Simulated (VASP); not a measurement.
Runs of VASP 6.6.1 on AgB2. The structure is that of space group P6/mmm (No. 191), or close to it. The cells are those of the table. 

| task | level | cell | cutoff (eV) | smearing | gap on the mesh (eV) | pressure (GPa) | relaxed volume (Å³/atom) |
| --- | --- | --- | --- | --- | --- | --- | --- |
| single point | PBE | a = 3.021, b = 3.021, c = 4.063 Å, angles 90.0, 90.0, 120.0°, 3 atoms | 520 | fermi-dirac 0.05 eV | none | -0.1 | - |
| electric field gradients | PBE | a = 3.021, b = 3.021, c = 4.063 Å, angles 90.0, 90.0, 120.0°, 3 atoms | 520 | fermi-dirac 0.05 eV | none | -0.1 | - |
| single point | PBE | a = 3.033, b = 3.033, c = 4.139 Å, angles 90.0, 90.0, 120.0°, 3 atoms | 520 | fermi-dirac 0.05 eV | none | -3.3 | - |
| relaxation of cell and atoms | PBE | relaxed from a = 3.021, b = 3.021, c = 4.063 Å, angles 90.0, 90.0, 120.0°, 3 atoms | 600 | fermi-dirac 0.05 eV | none | 0.0 | 10.69 |
| single point | PBE | a = 3.021, b = 3.021, c = 4.062 Å, angles 90.0, 90.0, 120.0°, 3 atoms | 520 | fermi-dirac 0.05 eV | none | -0.1 | - |
| relaxation of cell and atoms | PBE | relaxed from a = 3.000, b = 3.000, c = 3.240 Å, angles 90.0, 90.0, 120.0°, 3 atoms | 600 | fermi-dirac 0.05 eV | none | 0.0 | 10.69 |
| single point | revPBE | a = 3.021, b = 3.021, c = 4.063 Å, angles 90.0, 90.0, 120.0°, 3 atoms | 520 | gaussian 0.001 eV | none | (a) | - |

Alike in all rows: potentials or basis VASP PAW PBE potentials, release 64 (Ag, B); no spin polarisation; k mesh 14 × 14 × 11.

Question: Fill in the values left out.

Answer: (a) 2.7.

Caveats: the cell stands under tension (at least some runs); the volume moved by over 15 % at a fixed basis, so the end points are rough (at least some runs); the PAW data sets were made with another functional, which shifts forces and pressure a little (at least some runs).

A k mesh can miss the band edges, and the runs leave out spin-orbit coupling on Ag.

A gap of «none» marks levels without a gap at the run's occupations.
